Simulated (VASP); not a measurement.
Here is a VASP 6.6.1 calculation.

The input INCAR:

```
PREC     = Accurate       # precision mode
ENCUT    = 520            # plane-wave cutoff, eV
EDIFF    = 1E-7           # SCF threshold, eV
ISMEAR   = -1             # smearing method
SIGMA    = 0.05           # smearing width, eV
LREAL    = F              # projectors in reciprocal space
LASPH    = T              # aspherical terms in the spheres
NELM     = 100            # most SCF steps
ALGO     = Normal         # electronic algorithm
ISIF     = 2              # what is computed and relaxed
LWAVE    = F              # write WAVECAR
LCHARG   = F              # write CHGCAR
NBANDS   = 11             # bands
```

File KPOINTS:

```
Automatic mesh
0
Gamma
  15 15 15
```

The input POSCAR:

```
BN
1.0
    0.0000000000      1.6943945236      1.6943945236
    1.6943945236      0.0000000000      1.6943945236
    1.6943945236      1.6943945236      0.0000000000
B N
1 1
Direct
    0.0000000000      0.0000000000      0.0000000000
    0.5000000000      0.5000000000      0.5000000000
```

Potentials or basis: VASP PAW LDA potentials, release 64 (B, N).

Command:

```bash
$ cat potpaw_LDA.64/B/POTCAR potpaw_LDA.64/N/POTCAR > POTCAR
$ mpirun -np 1 vasp_std > vasp.out
```

(1) Estimate the pressure.

(2) What does it give for the band gap on the k mesh?

Answers

(1) 30.1 GPa.

(2) 2.12 eV, indirect (least direct gap 6.11 eV).
